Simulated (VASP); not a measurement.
# B (P6/mmm) in VASP: single point with LDA

Aim: the single point of B with LDA.

Program: VASP 6.6.1. These are calculated values, not measurements. Logs are shortened: lines on timing, memory, paths and dates and some standing lists are left out, and cuts for length are marked.

### Step 1. The cell of the first run

The structure is hexagonal, space group P6/mmm (No. 191). The conventional cell has a = 3.071 Å, b = 3.071 Å, c = 6.565 Å, α = 90.00°, β = 90.00°, γ = 120.00°. Within 2.4 Å of B (site symmetry 3m) lie 3 B at 1.77 Å.

### Step 2. Single point, LDA

INCAR reads:

```
  PREC = Accurate
  ENCUT = 520
  EDIFF = 1E-6
  ISMEAR = -1
  SIGMA = 0.1
  LREAL = False
  LASPH = True
  NELM = 100
  ALGO = Normal
  ISIF = 2
  LWAVE = False
  LCHARG = False
  NBANDS = 14
```

KPOINTS reads:

```
regular mesh
0
Gamma
  9 9 4
```

POSCAR reads:

```
B
1.0
    3.0710600000      0.0000000000      0.0000000000
   -1.5355300000      2.6596200000      0.0000000000
    0.0000000000      0.0000000000      6.5652900000
B
4
Direct
    0.3333333333      0.6666666667      0.7407700000
    0.3333333333      0.6666666667      0.2592300000
    0.6666666667      0.3333333333      0.7407700000
    0.6666666667      0.3333333333      0.2592300000
```

Potentials or basis: VASP PAW LDA potentials, release 64 (B).

Run with:

```console
cat potpaw_LDA.64/B/POTCAR > POTCAR
mpirun -np 1 vasp_std > vasp.out
```

OUTCAR:

```text
PREC = Accurate
   ENCUT = 520
   EDIFF = 1E-6
   ISMEAR = -1
   LREAL = False
   LASPH = True
   NELM = 100
   ISIF = 2

 ion  position               nearest neighbor table
   1  0.333  0.667  0.741-   3 1.77   3 1.77   3 1.77
   2  0.333  0.667  0.259-   4 1.77   4 1.77   4 1.77
   3  0.667  0.333  0.741-   1 1.77   1 1.77   1 1.77
   4  0.667  0.333  0.259-   2 1.77   2 1.77   2 1.77

  LATTYP: Found a hexagonal cell.
 ALAT       =     3.0710600000
 C/A-ratio  =     2.1377928142

  Lattice vectors:

 A1 = (   3.0710600000,   0.0000000000,   0.0000000000)
 A2 = (  -1.5355300000,   2.6596200000,   0.0000000000)
 A3 = (   0.0000000000,   0.0000000000,   6.5652900000)

Analysis of symmetry for initial positions (statically):
=====================================================================
 Subroutine PRICEL returns:
 Original cell was already a primitive cell.

 Routine SETGRP: Setting up the symmetry group for a
 hexagonal supercell.

 Subroutine GETGRP returns: Found 24 space group operations
 (whereof 24 operations were pure point group operations)
 out of a pool of 24 trial point group operations.

The static configuration has the point symmetry D_6h.

Analysis of symmetry for dynamics (positions and initial velocities):
=====================================================================
 Subroutine PRICEL returns:
 Original cell was already a primitive cell.

 Routine SETGRP: Setting up the symmetry group for a
 hexagonal supercell.

 Subroutine GETGRP returns: Found 24 space group operations
 (whereof 24 operations were pure point group operations)
 out of a pool of 24 trial point group operations.

The dynamic configuration has the point symmetry D_6h.

 Subroutine INISYM returns: Found 24 space group operations
 (whereof 24 operations are pure point group operations),
 and found     1 'primitive' translations

----------------------------------------------------------------------------------------

                                     Primitive cell

  volume of cell :      53.6243

  direct lattice vectors                    reciprocal lattice vectors
     3.071060000  0.000000000  0.000000000     0.325620470  0.187996781  0.000000000
    -1.535530000  2.659620000  0.000000000     0.000000000  0.375993563  0.000000000
     0.000000000  0.000000000  6.565290000     0.000000000  0.000000000  0.152316196

  length of vectors
     3.071060000  3.071063484  6.565290000     0.375993990  0.375993563  0.152316196

  position of ions in fractional coordinates (direct lattice)
     0.333333333  0.666666667  0.740770000
     0.333333333  0.666666667  0.259230000
     0.666666667  0.333333333  0.740770000
     0.666666667  0.333333333  0.259230000

  ion indices of the primitive-cell ions
   primitive index   ion index
                 1           1
                 2           2
                 3           3
                 4           4

----------------------------------------------------------------------------------------

 KPOINTS: regular mesh

Automatic generation of k-mesh.
 Grid dimensions read from file:
 generate k-points for:    9    9    4

 Generating k-lattice:

  Cartesian coordinates                     Fractional coordinates (reciprocal lattice)
     0.036180052  0.020888531  0.000000000     0.111111111 -0.000000000  0.000000000
     0.000000000  0.041777063  0.000000000     0.000000000  0.111111111  0.000000000
     0.000000000  0.000000000  0.038079049     0.000000000  0.000000000  0.250000000

  Length of vectors
     0.041777110  0.041777063  0.038079049

  Shift w.r.t. Gamma in fractional coordinates (k-lattice)
     0.000000000  0.000000000  0.000000000

 Subroutine IBZKPT returns following result:
 ===========================================

 Found     36 irreducible k-points:

 Following reciprocal coordinates:
            Coordinates               Weight
  0.000000  0.000000  0.000000      1.000000
  0.111111 -0.000000  0.000000      6.000000
  0.222222 -0.000000  0.000000      6.000000
  0.333333  0.000000  0.000000      6.000000
  0.444444 -0.000000  0.000000      6.000000
  0.111111  0.111111  0.000000      6.000000
[... 16 lines left out ...]
  0.333333  0.222222  0.250000     24.000000
  0.333333  0.333333  0.250000      4.000000
 [... further k-points ...]
   k-points           NKPTS =     36   k-points in BZ     NKDIM =     36   number of bands    NBANDS=     14
   number of dos      NEDOS =    301   number of ions     NIONS =      4
   total plane-waves  NPLWV =  28800
   dimension x,y,z NGX =    24 NGY =   24 NGZ =   50
   dimension x,y,z NGXF=    48 NGYF=   48 NGZF=  100
   ions per type =               4
   NGX,Y,Z   is equivalent  to a cutoff of  12.99, 12.99, 12.66 a.u.
   NGXF,Y,Z  is equivalent  to a cutoff of  25.98, 25.98, 25.32 a.u.
 SYSTEM =  unknown system
   PREC   = accura    normal or accurate (medium, high low for compatibility)
   ISTART =      0    job   : 0-new  1-cont  2-samecut
   ICHARG =      2    charge: 1-file 2-atom 10-const
   ISPIN  =      1    spin polarized calculation?
   LNONCOLLINEAR =      F non collinear calculations
   LSORBIT =      F    spin-orbit coupling
   LASPH  =      T    aspherical Exc in radial PAW
   ENCUT  =  520.0 eV  38.22 Ry    6.18 a.u.   5.71  5.71 12.21*2*pi/ulx,y,z
   NELM   =    100;   NELMIN=  2; NELMDL= -5     # of ELM steps
   EDIFF  = 0.1E-05   stopping-criterion for ELM
   LREAL  =      F    real-space projection
   EDIFFG = 0.1E-04   stopping-criterion for IOM
   NSW    =      0    number of steps for IOM
   IBRION =     -1    ionic relax: 0-MD 1-quasi-New 2-CG
   NFREE  =      0    steps in history (QN), initial steepest desc. (CG)
   ISIF   =      2    stress and relaxation
   ISYM   =      2    0-nonsym 1-usesym 2-fastsym
   POTIM  = 0.5000    time-step for ionic-motion
   TEBEG  =    0.0;   TEEND  =   0.0 temperature during run
   PSTRESS=    0.0 pullay stress
   NELECT =      12.0000    total number of electrons
   NUPDOWN=      -1.0000    fix difference up-down
   EMIN   =  10.00;   EMAX   =-10.00  energy-range for DOS
   EFERMI =   0.00;   METHOD = LEGACY
   ISMEAR =    -1;   SIGMA  =   0.10  broadening in eV -4-tet -1-fermi 0-gaus
   EFERMI_NEDOS =   21; number of points for ismear=-14 and -15
   IALGO  =     38    algorithm
   IMIX   =      4    mixing-type and parameters
     AMIX     =   0.40;   BMIX     =  1.00
     AMIX_MAG =   1.60;   BMIX_MAG =  1.00
  volume/ion in A,a.u.               =      13.41        90.47
  Fermi-wavevector in a.u.,A,eV,Ry     =   0.993912  1.878222 13.440668  0.987861
  Thomas-Fermi vector in A             =   2.125827
   LORBIT       =      0    0 simple, 1 ext, 2 COOP (PROOUT), +10 PAW based schemes
   GGA     = CA    functional components
   LHFCALC =     F    Hartree Fock is set to
   AEXX    =    0.0000 exact exchange contribution
   IVDW    =     0    specifies the selected vdW correction
   LEPSILON=     F    determine dielectric tensor
   LRPA    =     F    only Hartree local field effects (RPA)
 non-spin polarized calculation
  energy-cutoff  :      520.00
  volume of cell :       53.62
 maximum number of plane-waves:      1464
 NGX is ok and might be reduce to    24
   NGX = 11   NGY = 11   NGZ = 25

 number of electron      12.0000001 magnetization

 Free energy of the ion-electron system (eV)
  ---------------------------------------------------
  ext. energy  EPLUGINS =         0.00000000
  ---------------------------------------------------
  free energy    TOTEN  =       -24.01450842 eV

  energy without entropy =      -23.94764530  energy(sigma->0) =      -23.98107686

 E-fermi :   0.4236     XC(G=0):  -9.2075

 val. band max:        0.3983412427   @ k =   0.2222   0.1111   0.5000
 cond. band min:       0.4321278899   @ k =   0.1111   0.1111   0.2500
 fundamental gap:      0.0337866472
 Fermi energy:         0.4236131882

 k-point     1 :       0.0000    0.0000    0.0000
  band No.  band energies     occupation
      1      -9.5400      2.00000
      2      -8.4292      2.00000
      3      -3.1402      2.00000
      4       0.9608      0.00925
      5       1.9977      0.00000
      6       1.9977      0.00000
      7       2.2544      0.00000
      8       2.2544      0.00000
      9       8.0794      0.00000
     10       9.1190      0.00000
     11       9.1190      0.00000
     12       9.6228      0.00000
     13       9.6228      0.00000
     14      10.3235      0.00000

 k-point     2 :       0.1111   -0.0000    0.0000
  band No.  band energies     occupation
      1      -9.3409      2.00000
      2      -8.2425      2.00000
      3      -2.9068      2.00000
      4       1.1681      0.00117
      5       1.1730      0.00111
      6       1.5205      0.00003
      7       1.6082      0.00001
      8       1.8851      0.00000
      9       8.2525      0.00000
     10       9.0440      0.00000
     11       9.5755      0.00000
     12       9.6736      0.00000
     13       9.9265      0.00000
     14      10.4045      0.00000

 k-point     3 :       0.2222   -0.0000    0.0000
  band No.  band energies     occupation
      1      -8.7475      2.00000
      2      -7.6856      2.00000
      3      -2.2160      2.00000
      4      -0.6549      1.99996
      5      -0.1460      1.99330
      6       0.8331      0.03276
      7       1.1401      0.00155
      8       1.7759      0.00000
      9       7.6637      0.00000
     10       8.4182      0.00000
     11       9.0167      0.00000
     12       9.5093      0.00000
     13      10.1876      0.00000
     14      11.9151      0.00000
[... 324 lines left out ...]
 k-point    23 :       0.3333    0.2222    0.2500
  band No.  band energies     occupation
      1      -5.8491      2.00000
      2      -5.2059      2.00000
      3      -4.1225      2.00000
      4      -3.5760      2.00000
      5      -2.1828      2.00000
      6      -1.7844      2.00000
      7       1.2732      0.00041
      8       3.6021      0.00000
      9       3.6932      0.00000
     10       5.8580      0.00000
     11       9.4115      0.00000
     12      10.6140      0.00000
     13      11.8434      0.00000
     14      11.9271      0.00000

 k-point    24 :       0.3333    0.3333    0.2500
  band No.  band energies     occupation
      1      -4.7276      2.00000
      2      -4.7276      2.00000
      3      -4.1305      2.00000
      4      -4.1304      2.00000
      5      -3.1055      2.00000
      6      -2.6816      2.00000
      7       2.4872      0.00000
      8       2.4872      0.00000
      9       4.7877      0.00000
     10       4.7877      0.00000
     11       8.7202      0.00000
     12      11.3767      0.00000
     13      12.3069      0.00000
     14      12.3069      0.00000

 [... further k-points ...]
[... 5 lines left out ...]
  --------------------------------------------------------------------------------------
  -------------------------------------------------------------------------------------
  Total       -6.7647176     -6.7647381     -3.7003709      0.0000000      0.0000000      0.0000000
  in kB     -202.1149539   -202.1155654   -110.5589813      0.0000000      0.0000000      0.0000000
  external PRESSURE =    -171.5965002 kB  Pullay stress =       0.0000000 kB

 VOLUME and BASIS-vectors are now :
 -----------------------------------------------------------------------------
  energy-cutoff  :      520.00
  volume of cell :       53.62
      direct lattice vectors                 reciprocal lattice vectors
     3.071060000  0.000000000  0.000000000     0.325620470  0.187996781  0.000000000
    -1.535530000  2.659620000  0.000000000     0.000000000  0.375993563  0.000000000
     0.000000000  0.000000000  6.565290000     0.000000000  0.000000000  0.152316196

 POSITION                                       TOTAL-FORCE (eV/Angst)
 -----------------------------------------------------------------------------------
     -0.00000      1.77308      4.86337        -0.000000      0.000000     -0.124696
     -0.00000      1.77308      1.70192        -0.000000     -0.000000      0.124696
      1.53553      0.88654      4.86337         0.000000      0.000000     -0.124696
      1.53553      0.88654      1.70192         0.000000      0.000000      0.124696
 -----------------------------------------------------------------------------------
    total drift:                                0.000000     -0.000000     -0.000000

  FREE ENERGIE OF THE ION-ELECTRON SYSTEM (eV)
  ---------------------------------------------------
  free  energy   TOTEN  =       -24.0145084182 eV

  energy  without entropy=      -23.9476453025  energy(sigma->0) =      -23.98107686
```

It took 44 s on 1 thread of AMD EPYC 7R13, shared host; peak memory 0.12 GiB.

What came out:

```yaml
Free_energy: -24.0145 eV
Pressure: -17.2 GPa
Largest_force: 0.125 eV/Å
Band_gap_on_the_k_mesh: zero (band 6 reaches 2.09 eV, above the bottom of band 7 at -0.46 eV)
```

Forces in eV/Å, atoms in the order of the input:
```
B    0.000  0.000 -0.125
B    0.000  0.000  0.125
B    0.000  0.000 -0.125
B    0.000  0.000  0.125
```

Stress tensor (GPa, compression positive):
```
-20.21   0.00   0.00
  0.00 -20.21   0.00
  0.00   0.00 -11.06
```
